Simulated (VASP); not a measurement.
# AlRu (Pm-3m) in VASP: a series of runs

Runs on AlRu. Level: r2SCAN. Tasks: single point.

All numbers are computed with VASP 6.6.1; they aren't measurements. Logs are shortened: lines on timing, memory, paths and dates and some standing lists are left out, and cuts for length are marked.

### 1 The cell of the first run

Symmetry: Pm-3m, No. 221, cubic system. The conventional cell has a = 2.983 Å, b = 2.983 Å, c = 2.983 Å, α = 90.00°, β = 90.00°, γ = 90.00°. Al (site symmetry m-3m) has 8 Ru at 2.58 Å and 6 Al at 2.98 Å within 3.4 Å. Within 3.4 Å of Ru (site symmetry m-3m) lie 8 Al at 2.58 Å and 6 Ru at 2.98 Å.

### 2 Single point, r2SCAN

File POSCAR:

```
AlRu
1.0
    2.9826244067      0.0000000000      0.0000000000
    0.0000000000      2.9826244067      0.0000000000
    0.0000000000      0.0000000000      2.9826244067
Al Ru
1 1
Direct
    0.0000000000      0.0000000000      0.0000000000
    0.5000000000      0.5000000000      0.5000000000
```

File INCAR.step1:

```
  PREC = Accurate
  ENCUT = 520
  ISMEAR = 0
  SIGMA = 0.1
  LREAL = F
  LASPH = T
  NELM = 60
  NBANDS = 16
  GGA = PE
  ALGO = Normal
  EDIFF = 1E-4
  LWAVE = T
  LCHARG = F
```

File INCAR.step2:

```
  PREC = Accurate
  ENCUT = 520
  EDIFF = 1E-6
  ISMEAR = 0
  SIGMA = 0.1
  LREAL = F
  LASPH = T
  NELM = 60
  ALGO = Normal
  ISIF = 2
  LWAVE = F
  LCHARG = T
  METAGGA = R2SCAN
  LMIXTAU = T
  LELF = T
  LVHAR = T
  NBANDS = 16
  ISTART = 1
```

File KPOINTS:

```
Automatic mesh
0
Gamma
  14 14 14
```

Potentials or basis: VASP PAW PBE potentials, release 64 (Al, Ru_pv).

The run is started by

```bash
> cat potpaw_PBE.64/Al/POTCAR potpaw_PBE.64/Ru_pv/POTCAR > POTCAR
> cp INCAR.step1 INCAR
> mpirun -np 1 vasp_std > vasp.out
> cp INCAR.step2 INCAR
> mpirun -np 1 vasp_std > vasp.out
```

OUTCAR:

```text
PREC = Accurate
   ENCUT = 520
   EDIFF = 1E-6
   ISMEAR = 0
   LREAL = F
   LASPH = T
   NELM = 60
   ISIF = 2
   METAGGA = R2SCAN
   ISTART = 1

 ion  position               nearest neighbor table
   1  0.000  0.000  0.000-   2 2.58   2 2.58   2 2.58   2 2.58   2 2.58   2 2.58   2 2.58   2 2.58

   2  0.500  0.500  0.500-   1 2.58   1 2.58   1 2.58   1 2.58   1 2.58   1 2.58   1 2.58   1 2.58

  LATTYP: Found a simple cubic cell.
 ALAT       =     2.9826244067

  Lattice vectors:

 A1 = (   2.9826244067,   0.0000000000,   0.0000000000)
 A2 = (   0.0000000000,   2.9826244067,   0.0000000000)
 A3 = (   0.0000000000,   0.0000000000,   2.9826244067)

Analysis of symmetry for initial positions (statically):
=====================================================================
 Subroutine PRICEL returns:
 Original cell was already a primitive cell.

 Routine SETGRP: Setting up the symmetry group for a
 simple cubic supercell.

 Subroutine GETGRP returns: Found 48 space group operations
 (whereof 48 operations were pure point group operations)
 out of a pool of 48 trial point group operations.

The static configuration has the point symmetry O_h .

Analysis of symmetry for dynamics (positions and initial velocities):
=====================================================================
 Subroutine PRICEL returns:
 Original cell was already a primitive cell.

 Routine SETGRP: Setting up the symmetry group for a
 simple cubic supercell.

 Subroutine GETGRP returns: Found 48 space group operations
 (whereof 48 operations were pure point group operations)
 out of a pool of 48 trial point group operations.

The dynamic configuration has the point symmetry O_h .

 Subroutine INISYM returns: Found 48 space group operations
 (whereof 48 operations are pure point group operations),
 and found     1 'primitive' translations

----------------------------------------------------------------------------------------

                                     Primitive cell

  volume of cell :      26.5336

  direct lattice vectors                    reciprocal lattice vectors
     2.982624407  0.000000000  0.000000000     0.335275202  0.000000000  0.000000000
     0.000000000  2.982624407  0.000000000     0.000000000  0.335275202  0.000000000
     0.000000000  0.000000000  2.982624407     0.000000000  0.000000000  0.335275202

  length of vectors
     2.982624407  2.982624407  2.982624407     0.335275202  0.335275202  0.335275202

  position of ions in fractional coordinates (direct lattice)
     0.000000000  0.000000000  0.000000000
     0.500000000  0.500000000  0.500000000

  ion indices of the primitive-cell ions
   primitive index   ion index
                 1           1
                 2           2

----------------------------------------------------------------------------------------

 KPOINTS: Automatic mesh

Automatic generation of k-mesh.
 Grid dimensions read from file:
 generate k-points for:   14   14   14

 Generating k-lattice:

  Cartesian coordinates                     Fractional coordinates (reciprocal lattice)
     0.023948229  0.000000000  0.000000000     0.071428571  0.000000000  0.000000000
     0.000000000  0.023948229  0.000000000     0.000000000  0.071428571  0.000000000
     0.000000000  0.000000000  0.023948229     0.000000000  0.000000000  0.071428571

  Length of vectors
     0.023948229  0.023948229  0.023948229

  Shift w.r.t. Gamma in fractional coordinates (k-lattice)
     0.000000000  0.000000000  0.000000000

 Subroutine IBZKPT returns following result:
 ===========================================

 Found    120 irreducible k-points:

 Following reciprocal coordinates:
            Coordinates               Weight
  0.000000  0.000000  0.000000      1.000000
  0.071429  0.000000  0.000000      6.000000
  0.142857  0.000000  0.000000      6.000000
  0.214286  0.000000  0.000000      6.000000
  0.285714  0.000000  0.000000      6.000000
  0.357143  0.000000  0.000000      6.000000
[... 16 lines left out ...]
  0.285714  0.214286  0.000000     24.000000
  0.357143  0.214286  0.000000     24.000000
 [... further k-points ...]
   k-points           NKPTS =    120   k-points in BZ     NKDIM =    120   number of bands    NBANDS=     16
   number of dos      NEDOS =    301   number of ions     NIONS =      2
   total plane-waves  NPLWV =  13824
   dimension x,y,z NGX =    24 NGY =   24 NGZ =   24
   dimension x,y,z NGXF=    48 NGYF=   48 NGZF=   48
   ions per type =               1   1
   NGX,Y,Z   is equivalent  to a cutoff of  13.38, 13.38, 13.38 a.u.
   NGXF,Y,Z  is equivalent  to a cutoff of  26.75, 26.75, 26.75 a.u.
 SYSTEM =  unknown system
   PREC   = accura    normal or accurate (medium, high low for compatibility)
   ISTART =      1    job   : 0-new  1-cont  2-samecut
   ICHARG =      0    charge: 1-file 2-atom 10-const
   ISPIN  =      1    spin polarized calculation?
   LNONCOLLINEAR =      F non collinear calculations
   LSORBIT =      F    spin-orbit coupling
   LASPH  =      T    aspherical Exc in radial PAW
   ENCUT  =  520.0 eV  38.22 Ry    6.18 a.u.   5.55  5.55  5.55*2*pi/ulx,y,z
   NELM   =     60;   NELMIN=  2; NELMDL=  0     # of ELM steps
   EDIFF  = 0.1E-05   stopping-criterion for ELM
   LREAL  =      F    real-space projection
   EDIFFG = 0.1E-04   stopping-criterion for IOM
   NSW    =      0    number of steps for IOM
   IBRION =     -1    ionic relax: 0-MD 1-quasi-New 2-CG
   NFREE  =      0    steps in history (QN), initial steepest desc. (CG)
   ISIF   =      2    stress and relaxation
   ISYM   =      2    0-nonsym 1-usesym 2-fastsym
   POTIM  = 0.5000    time-step for ionic-motion
   TEBEG  =    0.0;   TEEND  =   0.0 temperature during run
   PSTRESS=    0.0 pullay stress
   NELECT =      17.0000    total number of electrons
   NUPDOWN=      -1.0000    fix difference up-down
   EMIN   =  10.00;   EMAX   =-10.00  energy-range for DOS
   EFERMI =   0.00;   METHOD = LEGACY
   ISMEAR =     0;   SIGMA  =   0.10  broadening in eV -4-tet -1-fermi 0-gaus
   EFERMI_NEDOS =   21; number of points for ismear=-14 and -15
   IALGO  =     38    algorithm
   IMIX   =      4    mixing-type and parameters
     AMIX     =   0.40;   BMIX     =  1.00
     AMIX_MAG =   1.60;   BMIX_MAG =  1.00
  volume/ion in A,a.u.               =      13.27        89.53
  Fermi-wavevector in a.u.,A,eV,Ry     =   1.411321  2.667011 27.100464  1.991828
  Thomas-Fermi vector in A             =   2.533185
   LORBIT       =      0    0 simple, 1 ext, 2 COOP (PROOUT), +10 PAW based schemes
   METAGGA = R2SCAN    functional components
   LHFCALC =     F    Hartree Fock is set to
   AEXX    =    0.0000 exact exchange contribution
   IVDW    =     0    specifies the selected vdW correction
   LEPSILON=     F    determine dielectric tensor
   LRPA    =     F    only Hartree local field effects (RPA)
 non-spin polarized calculation
 Gauss-broadening in eV      SIGMA  =   0.10
  energy-cutoff  :      520.00
  volume of cell :       26.53
 maximum number of plane-waves:       739
 NGX is ok and might be reduce to    24
   NGX = 11   NGY = 11   NGZ = 11

 number of electron      16.9999996 magnetization

 Free energy of the ion-electron system (eV)
  ---------------------------------------------------
  ext. energy  EPLUGINS =         0.00000000
  ---------------------------------------------------
  free energy    TOTEN  =       -33.60853133 eV

  energy without entropy =      -33.59894003  energy(sigma->0) =      -33.60373568

 E-fermi :  10.6982     XC(G=0): -13.6662

 val. band max:       10.6979491695   @ k =   0.5000   0.3571   0.2857
 cond. band min:      10.7180047636   @ k =   0.0714   0.0714   0.0000
 fundamental gap:      0.0200555941
 Fermi energy:        10.6981611612

 k-point     1 :       0.0000    0.0000    0.0000
  band No.  band energies     occupation
      1     -32.3782      2.00000
      2     -32.3782      2.00000
      3     -32.3782      2.00000
      4       0.4685      2.00000
      5       6.9650      2.00000
      6       6.9650      2.00000
[... 8 lines left out ...]
     15      22.2194      0.00000
     16      27.3503      0.00000

 k-point     2 :       0.0714    0.0000    0.0000
  band No.  band energies     occupation
      1     -32.3902      2.00000
      2     -32.3771      2.00000
      3     -32.3771      2.00000
      4       0.5733      2.00000
      5       6.9998      2.00000
      6       7.0031      2.00000
[... 8 lines left out ...]
     15      22.6492      0.00000
     16      27.6595      0.00000

 k-point     3 :       0.1429    0.0000    0.0000
  band No.  band energies     occupation
      1     -32.4238      2.00000
      2     -32.3743      2.00000
      3     -32.3743      2.00000
      4       0.8827      2.00000
      5       7.0749      2.00000
      6       7.1125      2.00000
[... 8 lines left out ...]
     15      23.4479      0.00000
     16      28.6251      0.00000

 k-point     4 :       0.2143    0.0000    0.0000
  band No.  band energies     occupation
      1     -32.4721      2.00000
      2     -32.3701      2.00000
      3     -32.3701      2.00000
      4       1.3821      2.00000
      5       7.0984      2.00000
      6       7.2783      2.00000
[... 8 lines left out ...]
     15      24.1100      0.00000
     16      28.8901      0.00000
[... 324 lines left out ...]
 k-point    22 :       0.2143    0.2143    0.0000
  band No.  band energies     occupation
      1     -32.4653      2.00000
      2     -32.4595      2.00000
      3     -32.3620      2.00000
      4       2.2189      2.00000
      5       7.2485      2.00000
      6       7.6169      2.00000
[... 8 lines left out ...]
     15      26.1399      0.00000
     16      26.4876      0.00000

 k-point    23 :       0.2857    0.2143    0.0000
  band No.  band energies     occupation
      1     -32.5149      2.00000
      2     -32.4567      2.00000
      3     -32.3573      2.00000
      4       2.8134      2.00000
      5       7.0322      2.00000
      6       7.8318      2.00000
[... 8 lines left out ...]
     15      25.3396      0.00000
     16      27.0179      0.00000

 k-point    24 :       0.3571    0.2143    0.0000
  band No.  band energies     occupation
      1     -32.5616      2.00000
      2     -32.4518      2.00000
      3     -32.3531      2.00000
      4       3.5083      2.00000
      5       6.5529      2.00000
      6       8.0509      2.00000
[... 8 lines left out ...]
     15      24.1829      0.00000
     16      25.9908      0.00000

 [... further k-points ...]

------------------------ aborting loop because EDIFF is reached ----------------------------------------

  FORCE on cell =-STRESS in cart. coord.  units (eV):
  Direction    XX          YY          ZZ          XY          YZ          ZX
  --------------------------------------------------------------------------------------
  -------------------------------------------------------------------------------------
  Total        0.0203883      0.0203883      0.0203883     -0.0000000      0.0000000     -0.0000000
  in kB        1.2311043      1.2311043      1.2311043     -0.0000000      0.0000000     -0.0000000
  external PRESSURE =       1.2311043 kB  Pullay stress =       0.0000000 kB

 VOLUME and BASIS-vectors are now :
 -----------------------------------------------------------------------------
  energy-cutoff  :      520.00
  volume of cell :       26.53
      direct lattice vectors                 reciprocal lattice vectors
     2.982624407  0.000000000  0.000000000     0.335275202  0.000000000  0.000000000
     0.000000000  2.982624407  0.000000000     0.000000000  0.335275202  0.000000000
     0.000000000  0.000000000  2.982624407     0.000000000  0.000000000  0.335275202

 POSITION                                       TOTAL-FORCE (eV/Angst)
 -----------------------------------------------------------------------------------
      0.00000      0.00000      0.00000         0.000000      0.000000      0.000000
      1.49131      1.49131      1.49131         0.000000      0.000000      0.000000
 -----------------------------------------------------------------------------------
    total drift:                                0.000000     -0.000000     -0.000000

  FREE ENERGIE OF THE ION-ELECTRON SYSTEM (eV)
  ---------------------------------------------------
  free  energy   TOTEN  =       -33.6085313293 eV

  energy  without entropy=      -33.5989400328  energy(sigma->0) =      -33.60373568
```

Run time: 2.3 min. Hardware: 1 thread of Intel Xeon 8259CL, shared host; peak memory 0.18 GiB.

Results:

```yaml
Free_energy: -33.6085 eV
Pressure: 0.1 GPa
Band_gap_on_the_k_mesh: zero (an odd number of electrons rules out a gap without spin polarisation)
```

Caveat: the PAW data sets were made with another functional, which shifts forces and pressure a little.

### 3 Single point, r2SCAN (13.66 Å³/atom)

This run uses another cell than the first one, of 13.66 Å³/atom.

File POSCAR:

```
AlRu
1.0
    3.0121572621      0.0000000000      0.0000000000
    0.0000000000      3.0121572621      0.0000000000
    0.0000000000      0.0000000000      3.0121572621
Al Ru
1 1
Direct
    0.0000000000      0.0000000000      0.0000000000
    0.5000000000      0.5000000000      0.5000000000
```

File INCAR.step1:

```
SYSTEM = AlRu
PREC     = Accurate       ! precision mode
ENCUT    = 520            ! plane-wave cutoff, eV
ISMEAR   = 0              ! smearing method
SIGMA    = 0.1            ! smearing width, eV
LREAL    = .False.        ! projectors in reciprocal space
LASPH    = .True.         ! aspherical terms in the spheres
NELM     = 60             ! most SCF steps
NBANDS   = 16             ! bands
GGA      = PE             ! functional
ALGO     = Normal         ! electronic algorithm
EDIFF    = 1E-4           ! SCF threshold, eV
LWAVE    = .True.         ! write WAVECAR
LCHARG   = .False.        ! write CHGCAR
```

File INCAR.step2:

```
SYSTEM = AlRu
PREC     = Accurate       ! precision mode
ENCUT    = 520            ! plane-wave cutoff, eV
EDIFF    = 1E-6           ! SCF threshold, eV
ISMEAR   = 0              ! smearing method
SIGMA    = 0.1            ! smearing width, eV
LREAL    = .False.        ! projectors in reciprocal space
LASPH    = .True.         ! aspherical terms in the spheres
NELM     = 60             ! most SCF steps
ALGO     = Normal         ! electronic algorithm
ISIF     = 2              ! what is computed and relaxed
LWAVE    = .False.        ! write WAVECAR
LCHARG   = .False.        ! write CHGCAR
METAGGA  = R2SCAN         ! meta-GGA
LMIXTAU  = .True.       
NBANDS   = 16             ! bands
ISTART   = 1
```

File KPOINTS:

```
Automatic mesh
0
Gamma
  14 14 14
  0 0 0
```

Potentials or basis: VASP PAW PBE potentials, release 64 (Al, Ru_pv).

The run is started by

```bash
> cat potpaw_PBE.64/Al/POTCAR potpaw_PBE.64/Ru_pv/POTCAR > POTCAR
> cp INCAR.step1 INCAR
> mpirun -np 1 vasp_std > vasp.out
> cp INCAR.step2 INCAR
> mpirun -np 1 vasp_std > vasp.out
```

It took 2.4 min on 1 thread of Intel Xeon 8259CL, shared host; peak memory 0.18 GiB.

The run converged. Its results:

- Free energy: -33.5937 eV
- Pressure: -6.0 GPa
- Band gap on the k mesh: zero (an odd number of electrons rules out a gap without spin polarisation)

Levels at points of the mesh, in eV from the Fermi level:
| k point | band 5 | band 6 | band 7 | band 8 | band 9 | band 10 | band 11 | band 12 | band 13 | band 14 |
| --- | --- | --- | --- | --- | --- | --- | --- | --- | --- | --- |
| (0.00, 0.00, 0.00) | -3.57 | -3.57 | 0.16 | 0.16 | 0.16 | 6.41 | 6.41 | 6.41 | 10.34 | 11.34 |
| (0.50, 0.00, 0.00) | -5.66 | -2.71 | -1.65 | -1.65 | 0.42 | 2.43 | 7.75 | 10.34 | 11.50 | 11.50 |
| (0.50, 0.50, 0.00) | -3.06 | -1.47 | -1.47 | -1.21 | -1.21 | 1.67 | 5.51 | 6.54 | 10.34 | 11.25 |
| (0.50, 0.50, 0.50) | -4.80 | -4.80 | 1.76 | 1.76 | 3.06 | 4.27 | 4.27 | 4.27 | 8.77 | 8.77 |

Caveat: the cell stands under tension; the PAW data sets were made with another functional, which shifts forces and pressure a little.

### 4 Single point, r2SCAN (14.06 Å³/atom)

This run uses another cell than the first one, of 14.06 Å³/atom.

File POSCAR:

```
AlRu
1.0
    3.0411220896      0.0000000000      0.0000000000
    0.0000000000      3.0411220896      0.0000000000
    0.0000000000      0.0000000000      3.0411220896
Al Ru
1 1
Direct
    0.0000000000      0.0000000000      0.0000000000
    0.5000000000      0.5000000000      0.5000000000
```

File INCAR.step1:

```
PREC = Accurate ; ENCUT = 520
ISMEAR = 0 ; SIGMA = 0.1
LREAL = False ; LASPH = True
NELM = 80 ; NBANDS = 16
GGA = PE ; ALGO = Normal
EDIFF = 1E-4 ; LWAVE = True
LCHARG = False
```

File INCAR.step2:

```
PREC = Accurate ; ENCUT = 520
EDIFF = 1E-7 ; ISMEAR = 0
SIGMA = 0.1 ; LREAL = False
LASPH = True ; NELM = 80
ALGO = Normal ; ISIF = 2
LWAVE = False ; LCHARG = False
METAGGA = R2SCAN ; LMIXTAU = True
NBANDS = 16 ; ISTART = 1
```

File KPOINTS:

```
regular mesh
0
Gamma
  14 14 14
```

The run is started by

```bash
> cat potpaw_PBE.64/Al/POTCAR potpaw_PBE.64/Ru_pv/POTCAR > POTCAR
> cp INCAR.step1 INCAR
> mpirun -np 1 vasp_std > vasp.out
> cp INCAR.step2 INCAR
> mpirun -np 1 vasp_std > vasp.out
```

It took 2.9 min on 1 thread of Intel Xeon 8259CL, shared host; peak memory 0.19 GiB.

Results (log left out):

```yaml
Free_energy: -33.5504 eV
Pressure: -11.3 GPa
Band_gap_on_the_k_mesh: zero (an odd number of electrons rules out a gap without spin polarisation)
```

Levels at points of the mesh, in eV from the Fermi level:
| k point | band 6 | band 7 | band 8 | band 9 | band 10 | band 11 | band 12 | band 13 |
| --- | --- | --- | --- | --- | --- | --- | --- | --- |
| (0.00, 0.00, 0.00) | -3.41 | 0.15 | 0.15 | 0.15 | 6.26 | 6.26 | 6.26 | 10.32 |
| (0.50, 0.00, 0.00) | -2.59 | -1.59 | -1.59 | 0.39 | 2.33 | 7.76 | 10.32 | 11.34 |
| (0.50, 0.50, 0.00) | -1.45 | -1.45 | -1.16 | -1.16 | 1.60 | 5.32 | 6.24 | 10.32 |
| (0.50, 0.50, 0.50) | -4.64 | 1.69 | 1.69 | 2.88 | 4.20 | 4.20 | 4.20 | 8.50 |

Caveat: the cell stands under tension; the PAW data sets were made with another functional, which shifts forces and pressure a little.

(Continued in part 2 of 2.)

The gap in the log of VASP goes by the Fermi energy; the results here count the filled bands.